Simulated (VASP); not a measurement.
Here is a VASP 6.6.1 calculation.

Contents of INCAR:

```
  PREC = Accurate
  ENCUT = 520
  EDIFF = 1E-6
  ISMEAR = 0
  SIGMA = 0.01
  LREAL = F
  LASPH = T
  NELM = 80
  ALGO = Normal
  ISIF = 2
  LWAVE = F
  LCHARG = F
  GGA = PE
  NBANDS = 28
```

The input KPOINTS:

```
Automatic mesh
0
Gamma
  6 6 6
```

Contents of POSCAR:

```
BaTiO3
1.0
    4.0716838054      0.0000000000      0.0000000000
    0.0000000000      4.0716838054      0.0000000000
    0.0000000000      0.0000000000      4.0716838054
Ba Ti O
1 1 3
Direct
    0.5000000000      0.5000000000      0.5000000000
    0.0000000000      0.0000000000      0.0000000000
    0.5000000000      0.0000000000      0.0000000000
    0.0000000000      0.5000000000      0.0000000000
    0.0000000000      0.0000000000      0.5000000000
```

Potentials or basis: VASP PAW PBE potentials, release 64 (Ba_sv, Ti_sv, O).

Command:

```console
$ cat potpaw_PBE.64/Ba_sv/POTCAR potpaw_PBE.64/Ti_sv/POTCAR potpaw_PBE.64/O/POTCAR > POTCAR
$ mpirun -np 1 vasp_std > vasp.out
```

Estimate the pressure.

-4.3 GPa.

Estimate the band gap on the k mesh.

1.64 eV, indirect (least direct gap 1.83 eV).

Caveat: spin-orbit coupling is left out, which moves the levels of the heavy elements. A k mesh can miss the band edges.
